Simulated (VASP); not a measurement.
# C5N in VASP: notebook, part 2 of 3

VASP 6.6.1.

### Step 4. Single point, PBE+D3(BJ)

INCAR reads:

```
  PREC = Accurate
  ENCUT = 520
  EDIFF = 1E-7
  ISMEAR = 0
  SIGMA = 0.05
  LREAL = False
  LASPH = True
  NELM = 60
  ALGO = Normal
  ISIF = 2
  LWAVE = False
  LCHARG = False
  LDIPOL = True
  IDIPOL = 3
  DIPOL = 0.5 0.5 0.319
  GGA = PE
  IVDW = 12
  NBANDS = 37
```

KPOINTS reads:

```
Automatic mesh
0
Gamma
  8 7 1
```

POSCAR reads:

```
C5N
1.0
    3.6473242087      0.0000000000      0.0000000000
   -1.6658829526      3.9310150920      0.0000000000
    0.0000000000      0.0000000000     23.1309581756
C N
10 2
Direct
    0.5001799340      0.3333933113      0.1729284178
    0.4998200660      0.6666066887      0.1729284178
    0.5001799340      0.8333933113      0.2262110668
    0.4998200660      0.1666066887      0.2262110668
    0.5000212336      0.3353169660      0.2794744906
    0.4999787664      0.6646830340      0.2794744906
    0.5001286265      0.8366480411      0.3329734377
    0.4998713735      0.1633519589      0.3329734377
    0.4997623706      0.3544335280      0.3817809063
    0.5002376294      0.6455664720      0.3817809063
    0.9997623706      0.3544335280      0.4985075883
    0.9997623706      0.3544335280      0.5460629032
```

Potentials or basis: VASP PAW PBE potentials, release 64 (C, N).

Command:

```bash
$ cat potpaw_PBE.64/C/POTCAR potpaw_PBE.64/N/POTCAR > POTCAR
$ mpirun -np 1 vasp_std > vasp.out
```

OUTCAR:

```text
PREC = Accurate
   ENCUT = 520
   EDIFF = 1E-7
   ISMEAR = 0
   LREAL = False
   LASPH = True
   NELM = 60
   ISIF = 2
   GGA = PE
   IVDW = 12
 IVDW          = 12

 ion  position               nearest neighbor table
   1  0.500  0.333  0.173-   2 1.42   4 1.42
   2  0.500  0.667  0.173-   1 1.42   3 1.42
   3  0.500  0.833  0.226-   4 1.42   2 1.42   6 1.43
   4  0.500  0.167  0.226-   3 1.42   1 1.42   5 1.43
   5  0.500  0.335  0.279-   6 1.41   4 1.43   8 1.44
   6  0.500  0.665  0.279-   5 1.41   3 1.43   7 1.44
   7  0.500  0.837  0.333-  10 1.39   8 1.40   6 1.44
   8  0.500  0.163  0.333-   9 1.39   7 1.40   5 1.44
   9  0.500  0.354  0.382-  10 1.24   8 1.39
  10  0.500  0.646  0.382-   9 1.24   7 1.39
  11  1.000  0.354  0.499-  12 1.10
  12  1.000  0.354  0.546-  11 1.10

  LATTYP: Found a simple monoclinic cell.
 ALAT       =     3.6473242087
 B/A-ratio  =     6.3418980195
 C/A-ratio  =     1.1705654048
 COS(beta)  =    -0.3901884683

  Lattice vectors:

 A1 = (   3.6473242087,   0.0000000000,   0.0000000000)
 A2 = (   0.0000000000,   0.0000000000, -23.1309581756)
 A3 = (  -1.6658829526,   3.9310150920,   0.0000000000)

Analysis of symmetry for initial positions (statically):
=====================================================================
 Subroutine PRICEL returns:
 Original cell was already a primitive cell.

 Routine SETGRP: Setting up the symmetry group for a
 simple monoclinic supercell.

 Subroutine GETGRP returns: Found  1 space group operations
 (whereof  1 operations were pure point group operations)
 out of a pool of  4 trial point group operations.

The static configuration has the point symmetry C_1 .

Analysis of symmetry for dynamics (positions and initial velocities):
=====================================================================
 Subroutine PRICEL returns:
 Original cell was already a primitive cell.

 Routine SETGRP: Setting up the symmetry group for a
 simple monoclinic supercell.

 Subroutine GETGRP returns: Found  1 space group operations
 (whereof  1 operations were pure point group operations)
 out of a pool of  4 trial point group operations.

The dynamic configuration has the point symmetry C_1 .

 Subroutine INISYM returns: Found  1 space group operations
 (whereof  1 operations are pure point group operations),
 and found     1 'primitive' translations

----------------------------------------------------------------------------------------

                                     Primitive cell

  volume of cell :     331.6444

  direct lattice vectors                    reciprocal lattice vectors
     3.647324209  0.000000000  0.000000000     0.274173598  0.116189104  0.000000000
    -1.665882953  3.931015092  0.000000000     0.000000000  0.254387220  0.000000000
     0.000000000  0.000000000 23.130958176     0.000000000  0.000000000  0.043232104

  length of vectors
     3.647324209  4.269431539 23.130958176     0.297776879  0.254387220  0.043232104

  position of ions in fractional coordinates (direct lattice)
     0.500179934  0.333393311  0.172928418
     0.499820066  0.666606689  0.172928418
     0.500179934  0.833393311  0.226211067
     0.499820066  0.166606689  0.226211067
     0.500021234  0.335316966  0.279474491
     0.499978766  0.664683034  0.279474491
[... 85 lines left out ...]
   ISTART =      0    job   : 0-new  1-cont  2-samecut
   ICHARG =      2    charge: 1-file 2-atom 10-const
   ISPIN  =      1    spin polarized calculation?
   LNONCOLLINEAR =      F non collinear calculations
   LSORBIT =      F    spin-orbit coupling
   LASPH  =      T    aspherical Exc in radial PAW
   ENCUT  =  520.0 eV  38.22 Ry    6.18 a.u.   6.78  7.94 43.01*2*pi/ulx,y,z
   NELM   =     60;   NELMIN=  2; NELMDL= -5     # of ELM steps
   EDIFF  = 0.1E-06   stopping-criterion for ELM
   LREAL  =      F    real-space projection
   EDIFFG = 0.1E-05   stopping-criterion for IOM
   NSW    =      0    number of steps for IOM
   IBRION =     -1    ionic relax: 0-MD 1-quasi-New 2-CG
   NFREE  =      0    steps in history (QN), initial steepest desc. (CG)
   ISIF   =      2    stress and relaxation
   ISYM   =      2    0-nonsym 1-usesym 2-fastsym
   POTIM  = 0.5000    time-step for ionic-motion
   TEBEG  =    0.0;   TEEND  =   0.0 temperature during run
   PSTRESS=    0.0 pullay stress
   NELECT =      50.0000    total number of electrons
   NUPDOWN=      -1.0000    fix difference up-down
   EMIN   =  10.00;   EMAX   =-10.00  energy-range for DOS
   EFERMI =   0.00;   METHOD = LEGACY
   ISMEAR =     0;   SIGMA  =   0.05  broadening in eV -4-tet -1-fermi 0-gaus
   EFERMI_NEDOS =   21; number of points for ismear=-14 and -15
   IALGO  =     38    algorithm
   IMIX   =      4    mixing-type and parameters
     AMIX     =   0.40;   BMIX     =  1.00
     AMIX_MAG =   1.60;   BMIX_MAG =  1.00
  volume/ion in A,a.u.               =      27.64       186.50
  Fermi-wavevector in a.u.,A,eV,Ry     =   0.871312  1.646542 10.329345  0.759185
  Thomas-Fermi vector in A             =   1.990402
   LORBIT       =      0    0 simple, 1 ext, 2 COOP (PROOUT), +10 PAW based schemes
   GGA     = PE    functional components
   LHFCALC =     F    Hartree Fock is set to
   AEXX    =    0.0000 exact exchange contribution
   IVDW    =    12    specifies the selected vdW correction
   LEPSILON=     F    determine dielectric tensor
   LRPA    =     F    only Hartree local field effects (RPA)
 non-spin polarized calculation
 Gauss-broadening in eV      SIGMA  =   0.05
  energy-cutoff  :      520.00
  volume of cell :      331.64
 maximum number of plane-waves:      8966
   NGX = 13   NGY = 15   NGZ = 87

 dipolmoment           0.000000      0.000000      0.021847 electrons x Angstroem

 number of electron      49.9999997 magnetization

 dipolmoment           0.000000      0.000000     -0.071925 electrons x Angstroem

 Free energy of the ion-electron system (eV)
  ---------------------------------------------------
  ext. energy  EPLUGINS =         0.00000000
  ---------------------------------------------------
  free energy    TOTEN  =       -99.09328916 eV

  energy without entropy =      -99.09011990  energy(sigma->0) =      -99.09170453

 E-fermi :  -2.8148     XC(G=0):  -4.3570

 val. band max:       -2.8189350142   @ k =  -0.1250   0.4286   0.0000
 cond. band min:      -2.7526244012   @ k =  -0.2500   0.4286   0.0000
 fundamental gap:      0.0663106130
 Fermi energy:        -2.8148305345

 k-point     1 :       0.0000    0.0000    0.0000
  band No.  band energies     occupation
      1     -25.9579      2.00000
      2     -21.5259      2.00000
      3     -19.6800      2.00000
      4     -16.9717      2.00000
      5     -16.1066      2.00000
      6     -15.5044      2.00000
[... 949 lines left out ...]
     36       5.3040      0.00000
     37       5.4851      0.00000

 [... further k-points ...]

------------------------ aborting loop because EDIFF is reached ----------------------------------------

 vacuum level on the upper side and lower side of the slab       (xc-potential included)        -0.504         0.376

 Edisp (eV)   -1.30334

 E8    (eV) :    -0.3799

  FORCE on cell =-STRESS in cart. coord.  units (eV):
  Direction    XX          YY          ZZ          XY          YZ          ZX
  --------------------------------------------------------------------------------------
  -------------------------------------------------------------------------------------
  Total       0.21550    -1.53820     0.02813     0.63610    -0.09945    -0.13232
  in kB       1.04109    -7.43108     0.13588     3.07301    -0.48044    -0.63922
  external pressure =       -2.08 kB  Pullay stress =        0.00 kB

 VOLUME and BASIS-vectors are now :
 -----------------------------------------------------------------------------
  energy-cutoff  :      520.00
  volume of cell :      331.64
      direct lattice vectors                 reciprocal lattice vectors
     3.647324209  0.000000000  0.000000000     0.274173598  0.116189104  0.000000000
    -1.665882953  3.931015092  0.000000000     0.000000000  0.254387220  0.000000000
     0.000000000  0.000000000 23.130958176     0.000000000  0.000000000  0.043232104

 POSITION                                       TOTAL-FORCE (eV/Angst)
 -----------------------------------------------------------------------------------
      1.26892      1.31057      4.00000        -2.625385      6.144849      1.137466
      0.71252      2.62044      4.00000         2.625826     -6.143591      1.136062
      0.43598      3.27608      5.23248        -0.157955      0.379117     -1.175905
      1.54546      0.65493      5.23248         0.157034     -0.382991     -1.176130
      1.26514      1.31814      6.46451         0.001331      0.000735     -0.001504
      0.71630      2.61288      6.46451        -0.008193      0.005736     -0.004972
      0.43037      3.28888      7.70199        -0.003467     -0.007186      0.009691
      1.55107      0.64214      7.70199         0.019014     -0.005331      0.030899
      1.23235      1.39328      8.83096         0.037515     -0.053877     -0.072569
      0.74909      2.53773      8.83096         0.008619      0.106790     -0.007549
      3.05601      1.39328     11.53096        -0.067428     -0.056404     -2.053465
      3.05601      1.39328     12.63096         0.013088      0.012152      2.177976
 -----------------------------------------------------------------------------------
    total drift:                               -0.000010      0.000018     -0.000076

  FREE ENERGIE OF THE ION-ELECTRON SYSTEM (eV)
  ---------------------------------------------------
  free  energy   TOTEN  =      -100.3966300223 eV

  energy  without entropy=     -100.3934607641  energy(sigma->0) =     -100.39504539

 vacuum level on the upper side and lower side of the slab         2.805         3.692
```

Run time: 5.7 min. Hardware: 1 thread of Intel Xeon 6975P-C (Granite Rapids), shared host; peak memory 0.55 GiB.

What came out:

* Free energy: -100.3966 eV
* Largest force: 6.778 eV/Å
* Band gap on the k mesh: zero (bands 25 and 26 overlap by 0.74 eV)
* Dispersion energy per atom: -0.109 eV

Forces in eV/Å, atoms in the order of the input:
```
C   -2.625  6.145  1.137
C    2.626 -6.144  1.136
C   -0.158  0.379 -1.176
C    0.157 -0.383 -1.176
C    0.001  0.001 -0.002
C   -0.008  0.006 -0.005
C   -0.003 -0.007  0.010
C    0.019 -0.005  0.031
C    0.038 -0.054 -0.073
C    0.009  0.107 -0.008
N   -0.067 -0.056 -2.053
N    0.013  0.012  2.178
```

Caveat: the standard files for N, O and F lose accuracy on very short bonds.

(Part 2 of 3 ends here.)

The gap in the log of VASP goes by the Fermi energy; the results here count the filled bands.